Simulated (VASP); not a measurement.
Runs of VASP 6.6.1 on AlRu. The structure is that of space group Pm-3m (No. 221), or close to it. The cells are those of the table. 

```tsv
task	cell	gap on the mesh (eV)	pressure (GPa)
single point	a = 2.992, b = 2.992, c = 3.081 Å, 2 atoms	none	(a)
relaxation of the atoms	atoms relaxed from a = 2.992, b = 2.992, c = 2.902 Å, 2 atoms	none	9.7
single point	a = 2.992, b = 2.992, c = 3.051 Å, 2 atoms	none	-1.5
relaxation of the atoms	atoms relaxed from a = 2.931 Å, 2 atoms	none	17.8
```

Alike in all rows: level PBE; potentials or basis VASP PAW PBE potentials, release 64 (Al, Ru_pv); no spin polarisation; k mesh 16 × 16 × 16; cutoff (eV) 520; smearing fermi-dirac 0.05 eV.

Q: Fill in the values left out.

A: (a) -3.3.

Caveats: the cell stands under tension (at least some runs); the relaxation stopped at its first step, so nothing moved (at least some runs).

A k mesh can miss the band edges, and the runs leave out spin-orbit coupling on Ru.

A gap of «none» marks levels without a gap at the run's occupations.
